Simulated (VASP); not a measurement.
# BaTiO3 (Pm-3m) in VASP: a series of runs

Runs on BaTiO3. Level: PBE. Tasks: electric field gradients.

All numbers are computed with VASP 6.6.1; they aren't measurements. Logs are shortened: lines on timing, memory, paths and dates and some standing lists are left out, and cuts for length are marked.

## (1) The cell of the first run

The structure is cubic, space group Pm-3m (No. 221). Conventional cell: a = 3.953 Å, b = 3.953 Å, c = 3.953 Å, α = 90.00°, β = 90.00°, γ = 90.00°. Ba (site symmetry m-3m) has 12 O at 2.80 Å and 8 Ti at 3.42 Å within 3.7 Å. Within 2.6 Å of Ti (site symmetry m-3m) lie 6 O at 1.98 Å. O (site symmetry 4/mmm) has 2 Ti at 1.98 Å within 2.6 Å.

## (2) Electric field gradients, PBE (volume scaled by 0.96)

INCAR

```
  PREC = Accurate
  ENCUT = 520
  EDIFF = 1E-8
  ISMEAR = -1
  SIGMA = 0.05
  LREAL = False
  LASPH = True
  NELM = 100
  ALGO = Normal
  ISIF = 2
  LWAVE = False
  LCHARG = False
  GGA = PE
  LEFG = True
  NBANDS = 28
```

KPOINTS

```
Automatic mesh
0
Gamma
  8 8 8
```

POSCAR

```
BaTiO3
1.0
    3.9531406582      0.0000000000      0.0000000000
    0.0000000000      3.9531406582      0.0000000000
    0.0000000000      0.0000000000      3.9531406582
Ba Ti O
1 1 3
Direct
    0.5000000000      0.5000000000      0.5000000000
    0.0000000000      0.0000000000      0.0000000000
    0.5000000000      0.0000000000      0.0000000000
    0.0000000000      0.5000000000      0.0000000000
    0.0000000000      0.0000000000      0.5000000000
```

Potentials or basis: VASP PAW PBE potentials, release 64 (Ba_sv, Ti_sv, O).

Launch:

```console
$ cat potpaw_PBE.64/Ba_sv/POTCAR potpaw_PBE.64/Ti_sv/POTCAR potpaw_PBE.64/O/POTCAR > POTCAR
$ mpirun -np 1 vasp_std > vasp.out
```

OUTCAR:

```text
PREC = Accurate
   ENCUT = 520
   EDIFF = 1E-8
   ISMEAR = -1
   LREAL = False
   LASPH = True
   NELM = 100
   ISIF = 2
   GGA = PE

 ion  position               nearest neighbor table
   1  0.500  0.500  0.500-   3 2.80   4 2.80   5 2.80   3 2.80   4 2.80   3 2.80   5 2.80   3 2.80
                             4 2.80   5 2.80   4 2.80   5 2.80   2 3.42   2 3.42   2 3.42   2 3.42
   2  0.000  0.000  0.000-   3 1.98   4 1.98   5 1.98   5 1.98   4 1.98   3 1.98   1 3.42   1 3.42
                             1 3.42   1 3.42   1 3.42   1 3.42   1 3.42   1 3.42
   3  0.500  0.000  0.000-   2 1.98   2 1.98   1 2.80   1 2.80   1 2.80   1 2.80
   4  0.000  0.500  0.000-   2 1.98   2 1.98   1 2.80   1 2.80   1 2.80   1 2.80
   5  0.000  0.000  0.500-   2 1.98   2 1.98   1 2.80   1 2.80   1 2.80   1 2.80

  LATTYP: Found a simple cubic cell.
 ALAT       =     3.9531406582

  Lattice vectors:

 A1 = (   3.9531406582,   0.0000000000,   0.0000000000)
 A2 = (   0.0000000000,   3.9531406582,   0.0000000000)
 A3 = (   0.0000000000,   0.0000000000,   3.9531406582)

Analysis of symmetry for initial positions (statically):
=====================================================================
 Subroutine PRICEL returns:
 Original cell was already a primitive cell.

 Routine SETGRP: Setting up the symmetry group for a
 simple cubic supercell.

 Subroutine GETGRP returns: Found 48 space group operations
 (whereof 48 operations were pure point group operations)
 out of a pool of 48 trial point group operations.

The static configuration has the point symmetry O_h .

Analysis of symmetry for dynamics (positions and initial velocities):
=====================================================================
 Subroutine PRICEL returns:
 Original cell was already a primitive cell.

 Routine SETGRP: Setting up the symmetry group for a
 simple cubic supercell.

 Subroutine GETGRP returns: Found 48 space group operations
 (whereof 48 operations were pure point group operations)
 out of a pool of 48 trial point group operations.

The dynamic configuration has the point symmetry O_h .

 Subroutine INISYM returns: Found 48 space group operations
 (whereof 48 operations are pure point group operations),
 and found     1 'primitive' translations

[... 147 lines left out ...]

 E-fermi :   5.0500     XC(G=0): -11.4578

 val. band max:        4.1268946133   @ k =   0.5000   0.5000   0.5000
 cond. band min:       5.9451981741   @ k =   0.0000   0.0000   0.0000
 fundamental gap:      1.8183035608
 Fermi energy:         5.0499641732

 k-point     1 :       0.0000    0.0000    0.0000
  band No.  band energies     occupation
      1     -52.3524      2.00000
      2     -28.5849      2.00000
      3     -28.5849      2.00000
      4     -28.5849      2.00000
      5     -20.6064      2.00000
      6     -12.8495      2.00000
[... 733 lines left out ...]
     27      12.5259      0.00000
     28      13.3908      0.00000

 [... further k-points ...]
[... 5 lines left out ...]
  --------------------------------------------------------------------------------------
  -------------------------------------------------------------------------------------
  Total        4.2868131      4.2868131      4.2868131      0.0000000      0.0000000     -0.0000000
  in kB      111.1778650    111.1778650    111.1778650      0.0000000      0.0000000     -0.0000000
  external PRESSURE =     111.1778650 kB  Pullay stress =       0.0000000 kB

 VOLUME and BASIS-vectors are now :
 -----------------------------------------------------------------------------
  energy-cutoff  :      520.00
  volume of cell :       61.78
      direct lattice vectors                 reciprocal lattice vectors
     3.953140658  0.000000000  0.000000000     0.252963425  0.000000000  0.000000000
     0.000000000  3.953140658  0.000000000     0.000000000  0.252963425  0.000000000
     0.000000000  0.000000000  3.953140658     0.000000000  0.000000000  0.252963425

 POSITION                                       TOTAL-FORCE (eV/Angst)
 -----------------------------------------------------------------------------------
      1.97657      1.97657      1.97657         0.000000      0.000000      0.000000
      0.00000      0.00000      0.00000         0.000000      0.000000      0.000000
      1.97657      0.00000      0.00000         0.000000      0.000000      0.000000
      0.00000      1.97657      0.00000         0.000000      0.000000      0.000000
      0.00000      0.00000      1.97657         0.000000      0.000000      0.000000
 -----------------------------------------------------------------------------------
    total drift:                                0.000000     -0.000000      0.000000

  FREE ENERGIE OF THE ION-ELECTRON SYSTEM (eV)
  ---------------------------------------------------
  free  energy   TOTEN  =       -39.8560901468 eV

  energy  without entropy=      -39.8560901456  energy(sigma->0) =      -39.85609015

 Electric field gradients (V/A^2)
---------------------------------------------------------------------
 ion       V_xx      V_yy      V_zz      V_xy      V_xz      V_yz
---------------------------------------------------------------------
   1       0.000     0.000     0.000     0.000     0.000     0.000
   2       0.000     0.000     0.000     0.000    -0.000    -0.000
   3      21.548   -10.774   -10.774    -0.000     0.000     0.000
   4     -10.774    21.548   -10.774     0.000     0.000    -0.000
   5     -10.774   -10.774    21.548    -0.000     0.000     0.000
---------------------------------------------------------------------

 Electric field gradients after diagonalization (V/A^2)
 (convention: |V_zz| > |V_xx| > |V_yy|)
----------------------------------------------------------------------
 ion       V_xx      V_yy      V_zz     asymmetry (V_yy - V_xx)/ V_zz
----------------------------------------------------------------------
   1       0.000     0.000     0.000      -0.165
   2       0.000     0.000     0.000      -0.109
   3     -10.774   -10.774    21.548       0.000
   4     -10.774   -10.774    21.548       0.000
   5     -10.774   -10.774    21.548       0.000
----------------------------------------------------------------------

           NMR quadrupolar parameters

 Cq : quadrupolar parameter    Cq=e*Q*V_zz/h
 eta: asymmetry parameters     (V_yy - V_xx)/ V_zz
 Q  : nuclear electric quadrupole moment in mb (millibarn)
----------------------------------------------------------------------
 ion       Cq(MHz)       eta       Q (mb)
----------------------------------------------------------------------
   1       0.000      -0.165       1.000
   2       0.000      -0.109       1.000
   3       0.052       0.000       1.000
   4       0.052       0.000       1.000
   5       0.052       0.000       1.000
----------------------------------------------------------------------
```

OSZICAR:

```text
N       E                     dE             d eps       ncg     rms          rms(c)
DAV:   1     0.432953394302E+03    0.43295E+03   -0.20598E+04  1960   0.152E+03
DAV:   2    -0.642630200300E+01   -0.43938E+03   -0.41687E+03  2236   0.420E+02
DAV:   3    -0.485463442721E+02   -0.42120E+02   -0.41693E+02  2272   0.135E+02
DAV:   4    -0.506764615257E+02   -0.21301E+01   -0.21266E+01  3108   0.271E+01
DAV:   5    -0.507116316011E+02   -0.35170E-01   -0.35161E-01  2444   0.337E+00    0.238E+01
DAV:   6    -0.399743305260E+02    0.10737E+02   -0.55458E+01  2676   0.678E+01    0.974E+00
DAV:   7    -0.399679708513E+02    0.63597E-02   -0.87357E+00  2532   0.217E+01    0.691E+00
DAV:   8    -0.398369482499E+02    0.13102E+00   -0.72253E-01  2424   0.778E+00    0.308E+00
DAV:   9    -0.398742759735E+02   -0.37328E-01   -0.22521E-01  2560   0.344E+00    0.125E+00
DAV:  10    -0.398562660252E+02    0.18010E-01   -0.87819E-02  2296   0.313E+00    0.231E-01
DAV:  11    -0.398561762414E+02    0.89784E-04   -0.41311E-03  2464   0.417E-01    0.732E-02
DAV:  12    -0.398562264432E+02   -0.50202E-04   -0.92303E-04  2780   0.195E-01    0.104E-01
DAV:  13    -0.398561197856E+02    0.10666E-03   -0.93959E-04  2612   0.304E-01    0.507E-02
DAV:  14    -0.398560898733E+02    0.29912E-04   -0.10480E-04  2484   0.104E-01    0.410E-03
DAV:  15    -0.398560902916E+02   -0.41834E-06   -0.38741E-06  2480   0.147E-02    0.364E-03
DAV:  16    -0.398560902428E+02    0.48784E-07   -0.79134E-07  2616   0.807E-03    0.323E-03
DAV:  17    -0.398560901534E+02    0.89477E-07   -0.34713E-07  2476   0.587E-03    0.310E-04
DAV:  18    -0.398560901468E+02    0.66107E-08   -0.16488E-08  2056   0.991E-04
   1 F= -.39856090E+02 E0= -.39856090E+02  d E =-.113327E-08
```

stdout:

```text
POSCAR found type information on POSCAR BaTiO
 POSCAR found :  3 types and       5 ions
 scaLAPACK will be used
 LDA part: xc-table for (Slater+PW92), standard interpolation
 POSCAR, INCAR and KPOINTS ok, starting setup
 FFT: planning ... GRIDC
 FFT: planning ... GRID_SOFT
 FFT: planning ... GRID
 WAVECAR not read
 entering main loop
ion   1

ion   2

ion   3

ion   4

ion   5
```

Wall time 48 s (1 thread of Intel Xeon Platinum 8488C (Sapphire Rapids), shared host); peak memory 0.2 GiB.

What came out:

| Quantity | Value |
| --- | --- |
| Free energy | -39.8561 eV |
| Pressure | 11.1 GPa |
| Band gap on the k mesh | 1.82 eV, indirect (least direct gap 1.93 eV) |

Electric field gradients, principal values (V/Å²):
| atom | least | middle | greatest (by size) |
| --- | --- | --- | --- |
| 1 Ba | 0.000 | 0.000 | 0.000 |
| 2 Ti | 0.000 | 0.000 | 0.000 |
| 3 O | -10.774 | -10.774 | 21.548 |
| 4 O | -10.774 | -10.774 | 21.548 |
| 5 O | -10.774 | -10.774 | 21.548 |

Caveat: without QUAD_EFG the Cq values of the log hold for a quadrupole moment of 1 mb, not for the nuclei; spin-orbit coupling is left out, which moves the levels of the heavy elements. A k mesh can miss the band edges.

## (3) Electric field gradients, PBE (volume scaled by 0.96)

INCAR

```
SYSTEM = BaTiO3
PREC = Accurate
ENCUT = 520
EDIFF = 1E-8
ISMEAR = -1
SIGMA = 0.05
LREAL = .False.
LASPH = .True.
NELM = 100
ALGO = Normal
ISIF = 2
LWAVE = .False.
LCHARG = .False.
GGA = PE
LEFG = .True.
NBANDS = 28
```

KPOINTS

```
regular mesh
0
Gamma
  8 8 8
  0 0 0
```

POSCAR is that of step 2.

Potentials or basis: VASP PAW PBE potentials, release 64 (Ba_sv, Ti_sv, O).

Launch:

```console
$ cat potpaw_PBE.64/Ba_sv/POTCAR potpaw_PBE.64/Ti_sv/POTCAR potpaw_PBE.64/O/POTCAR > POTCAR
$ mpirun -np 1 vasp_std > vasp.out
```

OUTCAR:

```text
SYSTEM = BaTiO3
   PREC = Accurate
   ENCUT = 520
   EDIFF = 1E-8
   ISMEAR = -1
   LREAL = .False.
   LASPH = .True.
   NELM = 100
   ISIF = 2
   GGA = PE

 ion  position               nearest neighbor table
   1  0.500  0.500  0.500-   3 2.80   4 2.80   5 2.80   3 2.80   4 2.80   3 2.80   5 2.80   3 2.80
                             4 2.80   5 2.80   4 2.80   5 2.80   2 3.42   2 3.42   2 3.42   2 3.42
   2  0.000  0.000  0.000-   3 1.98   4 1.98   5 1.98   5 1.98   4 1.98   3 1.98   1 3.42   1 3.42
                             1 3.42   1 3.42   1 3.42   1 3.42   1 3.42   1 3.42
   3  0.500  0.000  0.000-   2 1.98   2 1.98   1 2.80   1 2.80   1 2.80   1 2.80
   4  0.000  0.500  0.000-   2 1.98   2 1.98   1 2.80   1 2.80   1 2.80   1 2.80
   5  0.000  0.000  0.500-   2 1.98   2 1.98   1 2.80   1 2.80   1 2.80   1 2.80

  LATTYP: Found a simple cubic cell.
[... 983 lines left out ...]
   4     -10.774    21.548   -10.774     0.000     0.000    -0.000
   5     -10.774   -10.774    21.548    -0.000     0.000     0.000
---------------------------------------------------------------------

 Electric field gradients after diagonalization (V/A^2)
 (convention: |V_zz| > |V_xx| > |V_yy|)
----------------------------------------------------------------------
 ion       V_xx      V_yy      V_zz     asymmetry (V_yy - V_xx)/ V_zz
----------------------------------------------------------------------
   1       0.000     0.000     0.000      -0.165
   2       0.000     0.000     0.000      -0.109
   3     -10.774   -10.774    21.548       0.000
   4     -10.774   -10.774    21.548       0.000
   5     -10.774   -10.774    21.548       0.000
----------------------------------------------------------------------

           NMR quadrupolar parameters

 Cq : quadrupolar parameter    Cq=e*Q*V_zz/h
 eta: asymmetry parameters     (V_yy - V_xx)/ V_zz
 Q  : nuclear electric quadrupole moment in mb (millibarn)
----------------------------------------------------------------------
 ion       Cq(MHz)       eta       Q (mb)
----------------------------------------------------------------------
   1       0.000      -0.165       1.000
   2       0.000      -0.109       1.000
   3       0.052       0.000       1.000
   4       0.052       0.000       1.000
   5       0.052       0.000       1.000
----------------------------------------------------------------------
```

OSZICAR:

```text
N       E                     dE             d eps       ncg     rms          rms(c)
DAV:   1     0.432953394302E+03    0.43295E+03   -0.20598E+04  1960   0.152E+03
DAV:   2    -0.642630200300E+01   -0.43938E+03   -0.41687E+03  2236   0.420E+02
DAV:   3    -0.485463442721E+02   -0.42120E+02   -0.41693E+02  2272   0.135E+02
DAV:   4    -0.506764615257E+02   -0.21301E+01   -0.21266E+01  3108   0.271E+01
DAV:   5    -0.507116316011E+02   -0.35170E-01   -0.35161E-01  2444   0.337E+00    0.238E+01
DAV:   6    -0.399743305260E+02    0.10737E+02   -0.55458E+01  2676   0.678E+01    0.974E+00
DAV:   7    -0.399679708513E+02    0.63597E-02   -0.87357E+00  2532   0.217E+01    0.691E+00
DAV:   8    -0.398369482499E+02    0.13102E+00   -0.72253E-01  2424   0.778E+00    0.308E+00
DAV:   9    -0.398742759735E+02   -0.37328E-01   -0.22521E-01  2560   0.344E+00    0.125E+00
DAV:  10    -0.398562660252E+02    0.18010E-01   -0.87819E-02  2296   0.313E+00    0.231E-01
DAV:  11    -0.398561762414E+02    0.89784E-04   -0.41311E-03  2464   0.417E-01    0.732E-02
DAV:  12    -0.398562264432E+02   -0.50202E-04   -0.92303E-04  2780   0.195E-01    0.104E-01
DAV:  13    -0.398561197856E+02    0.10666E-03   -0.93959E-04  2612   0.304E-01    0.507E-02
DAV:  14    -0.398560898733E+02    0.29912E-04   -0.10480E-04  2484   0.104E-01    0.410E-03
DAV:  15    -0.398560902916E+02   -0.41834E-06   -0.38741E-06  2480   0.147E-02    0.364E-03
DAV:  16    -0.398560902428E+02    0.48784E-07   -0.79134E-07  2616   0.807E-03    0.323E-03
DAV:  17    -0.398560901534E+02    0.89477E-07   -0.34713E-07  2476   0.587E-03    0.310E-04
DAV:  18    -0.398560901468E+02    0.66107E-08   -0.16488E-08  2056   0.991E-04
   1 F= -.39856090E+02 E0= -.39856090E+02  d E =-.113327E-08
```

stdout:

```text
POSCAR found type information on POSCAR BaTiO
 POSCAR found :  3 types and       5 ions
 scaLAPACK will be used
 LDA part: xc-table for (Slater+PW92), standard interpolation
 POSCAR, INCAR and KPOINTS ok, starting setup
 FFT: planning ... GRIDC
 FFT: planning ... GRID_SOFT
 FFT: planning ... GRID
 WAVECAR not read
 entering main loop
ion   1

ion   2

ion   3

ion   4

ion   5
```

It took 50 s on 1 thread of Intel Xeon Platinum 8488C (Sapphire Rapids), shared host; peak memory 0.2 GiB.

Results:

```yaml
Free_energy: -39.8561 eV
Pressure: 11.1 GPa
Band_gap_on_the_k_mesh: 1.82 eV, indirect (least direct gap 1.93 eV)
```

Levels at points of the mesh, in eV from the valence-band top:
```csv
k point,band 17,band 18,band 19,band 20,band 21,band 22,band 23,band 24
"(0.00, 0.00, 0.00)",-1.15,-0.11,-0.11,-0.11,1.82,1.82,1.82,4.16
"(0.50, 0.00, 0.00)",-1.87,-1.87,-0.71,-0.71,1.99,3.68,3.68,4.17
"(0.50, 0.50, 0.00)",-1.70,-0.85,-0.85,-0.10,3.68,3.68,4.11,5.07
"(0.50, 0.50, 0.50)",-2.39,0.00,0.00,0.00,4.39,4.39,4.39,6.89
```

Electric field gradients, principal values (V/Å²):
| atom | least | middle | greatest (by size) |
| --- | --- | --- | --- |
| 1 Ba | 0.000 | 0.000 | 0.000 |
| 2 Ti | 0.000 | 0.000 | 0.000 |
| 3 O | -10.774 | -10.774 | 21.548 |
| 4 O | -10.774 | -10.774 | 21.548 |
| 5 O | -10.774 | -10.774 | 21.548 |

Caveat: without QUAD_EFG the Cq values of the log hold for a quadrupole moment of 1 mb, not for the nuclei; spin-orbit coupling is left out, which moves the levels of the heavy elements. A k mesh can miss the band edges.

(Continued in part 2 of 2.)
